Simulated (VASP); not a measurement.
# Ni3Ge (Pm-3m) in VASP: notebook, part 2 of 2

VASP 6.6.1.

## 3. Single point, LDA, collinear spin, ferromagnetic start (9.34 Å³/atom)

This run uses another cell than the first one, of 9.34 Å³/atom.

File INCAR:

```
PREC = Accurate ; ENCUT = 520
EDIFF = 1E-6 ; ISMEAR = 0
SIGMA = 0.15 ; LREAL = False
LASPH = True ; NELM = 150
ALGO = Normal ; ISIF = 2
LWAVE = False ; LCHARG = False
ISPIN = 2 ; MAGMOM = 1 1 1 0
LORBIT = 11 ; NUPDOWN = 3.0
LMAXMIX = 4 ; GGA = CA
NBANDS = 34
```

File KPOINTS:

```
regular mesh
0
Gamma
  12 12 12
```

File POSCAR:

```
Ni3Ge
1.0
    3.3431134987      0.0000000000      0.0000000000
    0.0000000000      3.3431134987      0.0000000000
    0.0000000000      0.0000000000      3.3431134987
Ni Ge
3 1
Direct
    0.5000000000      0.0000000000      0.5000000000
    0.0000000000      0.5000000000      0.5000000000
    0.5000000000      0.5000000000      0.0000000000
    0.0000000000      0.0000000000      0.0000000000
```

Potentials or basis: VASP PAW LDA potentials, release 64 (Ni, Ge_d).

Launch:

```sh
cat potpaw_LDA.64/Ni/POTCAR potpaw_LDA.64/Ge_d/POTCAR > POTCAR
mpirun -np 1 vasp_std > vasp.out
```

OUTCAR:

```text
PREC = Accurate
   ENCUT = 520
   EDIFF = 1E-6
   ISMEAR = 0
   LREAL = False
   LASPH = True
   NELM = 150
   ISIF = 2
   ISPIN = 2
   LORBIT = 11
   NUPDOWN = 3.0
   GGA = CA

 ion  position               nearest neighbor table
   1  0.500  0.000  0.500-   2 2.36   3 2.36   4 2.36   3 2.36   4 2.36   2 2.36   3 2.36   3 2.36
                             2 2.36   4 2.36   4 2.36   2 2.36
   2  0.000  0.500  0.500-   1 2.36   3 2.36   4 2.36   3 2.36   4 2.36   1 2.36   4 2.36   4 2.36
                             1 2.36   3 2.36   3 2.36   1 2.36
   3  0.500  0.500  0.000-   1 2.36   2 2.36   4 2.36   1 2.36   2 2.36   1 2.36   4 2.36   1 2.36
                             2 2.36   4 2.36   2 2.36   4 2.36
   4  0.000  0.000  0.000-   1 2.36   2 2.36   3 2.36   1 2.36   2 2.36   2 2.36   3 2.36   2 2.36
                             1 2.36   3 2.36   1 2.36   3 2.36

  LATTYP: Found a simple cubic cell.
 ALAT       =     3.3431134987

  Lattice vectors:

 A1 = (   3.3431134987,   0.0000000000,   0.0000000000)
 A2 = (   0.0000000000,   3.3431134987,   0.0000000000)
 A3 = (   0.0000000000,   0.0000000000,   3.3431134987)

Analysis of symmetry for initial positions (statically):
=====================================================================
 Subroutine PRICEL returns:
 Original cell was already a primitive cell.

 Routine SETGRP: Setting up the symmetry group for a
 simple cubic supercell.

 Subroutine GETGRP returns: Found 48 space group operations
 (whereof 48 operations were pure point group operations)
 out of a pool of 48 trial point group operations.

The static configuration has the point symmetry O_h .

Analysis of symmetry for dynamics (positions and initial velocities):
=====================================================================
 Subroutine PRICEL returns:
 Original cell was already a primitive cell.

 Routine SETGRP: Setting up the symmetry group for a
[... 166 lines left out ...]
  ---------------------------------------------------
  ext. energy  EPLUGINS =         0.00000000
  ---------------------------------------------------
  free energy    TOTEN  =       -24.08074883 eV

  energy without entropy =      -24.04290628  energy(sigma->0) =      -24.06182755

 E-fermi :  12.0630     XC(G=0): -14.8415

 val. band max:       14.4744273805   @ k =   0.4167   0.1667   0.0833
 cond. band min:      12.0636710690   @ k =   0.2500   0.0833   0.0833
 fundamental gap:     -2.4107563115
 Fermi energy:        14.4838740352

 spin component 1

 k-point     1 :       0.0000    0.0000    0.0000
  band No.  band energies     occupation
      1     -11.7764      1.00000
      2     -11.7764      1.00000
      3     -11.7493      1.00000
      4     -11.7493      1.00000
      5     -11.7493      1.00000
      6      -1.2460      1.00000
[... 877 lines left out ...]
     33      27.7842      0.00000
     34      29.7328      0.00000

 [... further k-points ...]

 spin component 2

 k-point     1 :       0.0000    0.0000    0.0000
  band No.  band energies     occupation
      1     -11.7271      1.00000
      2     -11.7271      1.00000
      3     -11.6989      1.00000
      4     -11.6989      1.00000
      5     -11.6989      1.00000
      6      -1.0053      1.00000
[... 877 lines left out ...]
     33      28.1060      0.00000
     34      30.0453      0.00000

 [... further k-points ...]
[... 5 lines left out ...]
  --------------------------------------------------------------------------------------
  -------------------------------------------------------------------------------------
  Total       12.5929187     12.5929187     12.5929187     -0.0000000      0.0000000      0.0000000
  in kB      539.9873919    539.9873919    539.9873919     -0.0000000      0.0000000      0.0000000
  external PRESSURE =     539.9873919 kB  Pullay stress =       0.0000000 kB

 VOLUME and BASIS-vectors are now :
 -----------------------------------------------------------------------------
  energy-cutoff  :      520.00
  volume of cell :       37.36
      direct lattice vectors                 reciprocal lattice vectors
     3.343113499  0.000000000  0.000000000     0.299122360  0.000000000  0.000000000
     0.000000000  3.343113499  0.000000000     0.000000000  0.299122360  0.000000000
     0.000000000  0.000000000  3.343113499     0.000000000  0.000000000  0.299122360

 POSITION                                       TOTAL-FORCE (eV/Angst)
 -----------------------------------------------------------------------------------
      1.67156      0.00000      1.67156         0.000000      0.000000      0.000000
      0.00000      1.67156      1.67156         0.000000      0.000000      0.000000
      1.67156      1.67156      0.00000         0.000000      0.000000      0.000000
      0.00000      0.00000      0.00000         0.000000      0.000000      0.000000
 -----------------------------------------------------------------------------------
    total drift:                                0.000000      0.000000      0.000000

  FREE ENERGIE OF THE ION-ELECTRON SYSTEM (eV)
  ---------------------------------------------------
  free  energy   TOTEN  =       -24.0807488309 eV

  energy  without entropy=      -24.0429062752  energy(sigma->0) =      -24.06182755

 total charge

# of ion       s       p       d       tot
------------------------------------------
    1        0.565   0.761   8.486   9.812
    2        0.565   0.761   8.486   9.812
    3        0.565   0.761   8.486   9.812
    4        1.102   1.527  10.230  12.858
--------------------------------------------------
tot          2.796   3.810  35.688  42.294

 magnetization (x)

# of ion       s       p       d       tot
------------------------------------------
    1        0.015   0.065   0.823   0.902
    2        0.015   0.065   0.823   0.902
    3        0.015   0.065   0.823   0.902
    4        0.035   0.155   0.015   0.204
--------------------------------------------------
tot          0.079   0.349   2.483   2.910
```

OSZICAR:

```text
N       E                     dE             d eps       ncg     rms          rms(c)
DAV:   1     0.314038821594E+03    0.31404E+03   -0.18602E+04 13304   0.300E+03
DAV:   2     0.131907662561E+02   -0.30085E+03   -0.27861E+03 11424   0.477E+02
DAV:   3    -0.266294141712E+02   -0.39820E+02   -0.38661E+02 12076   0.153E+02
DAV:   4    -0.278112746181E+02   -0.11819E+01   -0.11793E+01 12690   0.301E+01
DAV:   5    -0.278348384825E+02   -0.23564E-01   -0.23561E-01 15648   0.363E+00    0.244E+01
DAV:   6    -0.255784985975E+02    0.22563E+01   -0.18299E+01 13288   0.715E+01    0.133E+01
DAV:   7    -0.242143025784E+02    0.13642E+01   -0.49762E+00 13058   0.380E+01    0.672E+00
DAV:   8    -0.241083932278E+02    0.10591E+00   -0.18742E-01 14652   0.383E+00    0.326E+00
DAV:   9    -0.240833805541E+02    0.25013E-01   -0.14492E-02 17992   0.147E+00    0.654E-01
DAV:  10    -0.240813611534E+02    0.20194E-02   -0.25356E-03 16448   0.542E-01    0.286E-01
DAV:  11    -0.240807268372E+02    0.63432E-03   -0.60316E-04 16820   0.339E-01    0.792E-02
DAV:  12    -0.240807475006E+02   -0.20663E-04   -0.10183E-04 12122   0.817E-02    0.361E-02
DAV:  13    -0.240807488352E+02   -0.13346E-05   -0.34698E-06 13898   0.229E-02    0.104E-02
DAV:  14    -0.240807488309E+02    0.42728E-08   -0.10390E-06  8390   0.182E-02
   1 F= -.24080749E+02 E0= -.24061828E+02  d E =-.378426E-01  mag=     3.0000
```

stdout:

```text
POSCAR found type information on POSCAR NiGe
 POSCAR found :  2 types and       4 ions
 scaLAPACK will be used
 LDA part: xc-table for (Slater(with rela. corr.)+CA(PZ))
 , standard interpolation
 POSCAR, INCAR and KPOINTS ok, starting setup
 FFT: planning ... GRIDC
 FFT: planning ... GRID_SOFT
 FFT: planning ... GRID
 WAVECAR not read
 entering main loop
```

It took 90 s on 1 thread of Intel Xeon 6975P-C (Granite Rapids), shared host; peak memory 0.26 GiB.

Results:

```
Free energy                                           : -24.0807 eV
Pressure                                              : 54.0 GPa
Net moment                                            : 3.00 μB per cell
Site moments                                          : Ni +0.90; Ge +0.20 μB
Valence electrons inside the program's atomic spheres : Ni 9.81; Ge 12.86
```

Caveat: the cell stands under pressure; the total moment is fixed, so each spin has its own Fermi level and the state may be an excited one.

## 4. Single point, LDA, collinear spin, ferromagnetic start (9.34 Å³/atom)

This run uses another cell than the first one, of 9.34 Å³/atom.

File INCAR:

```
SYSTEM = Ni3Ge
PREC = Accurate
ENCUT = 520
EDIFF = 1E-7
ISMEAR = 0
SIGMA = 0.15
LREAL = .FALSE.
LASPH = .TRUE.
NELM = 150
ALGO = Normal
ISIF = 2
LWAVE = .FALSE.
LCHARG = .FALSE.
ISPIN = 2
MAGMOM = 0.5 0.5 0.5 0
LORBIT = 11
NUPDOWN = 1.5
LMAXMIX = 4
NBANDS = 34
```

File KPOINTS:

```
regular mesh
0
G
  12 12 12
  0 0 0
```

POSCAR is that of step 3.

Launch:

```sh
cat potpaw_LDA.64/Ni/POTCAR potpaw_LDA.64/Ge_d/POTCAR > POTCAR
mpirun -np 1 vasp_std > vasp.out
```

Wall time 87 s (1 thread of Intel Xeon 6975P-C (Granite Rapids), shared host); peak memory 0.26 GiB.

Results (log left out):

```
Free energy                                           : -25.3329 eV
Pressure                                              : 45.7 GPa
Net moment                                            : 1.50 μB per cell
Site moments                                          : Ni +0.48; Ge +0.04 μB
Valence electrons inside the program's atomic spheres : Ni 9.83; Ge 12.81
```

Caveat: the cell stands under pressure; the total moment is fixed, so each spin has its own Fermi level and the state may be an excited one.

## 5. Overview

```csv
fixed moment (μB),cell,pressure (GPa),moment (μB)
1.125,"a = 3.557 Å, 4 atoms",-10.1,1.12
3.0,"a = 3.343 Å, 4 atoms",54.0,3.00
1.5,"a = 3.343 Å, 4 atoms",45.7,1.50
```

Alike in all rows: task single point; level LDA; potentials or basis VASP PAW LDA potentials, release 64 (Ni, Ge_d); spin collinear, ferromagnetic start; k mesh 12 × 12 × 12; cutoff (eV) 520; smearing gaussian 0.15 eV.

Caveats: the total moment is fixed, so each spin has its own Fermi level and the state may be an excited one; the cell stands under pressure (at least some runs); the cell stands under tension (at least some runs).

Absolute energies hang on the potentials; compare differences alone.
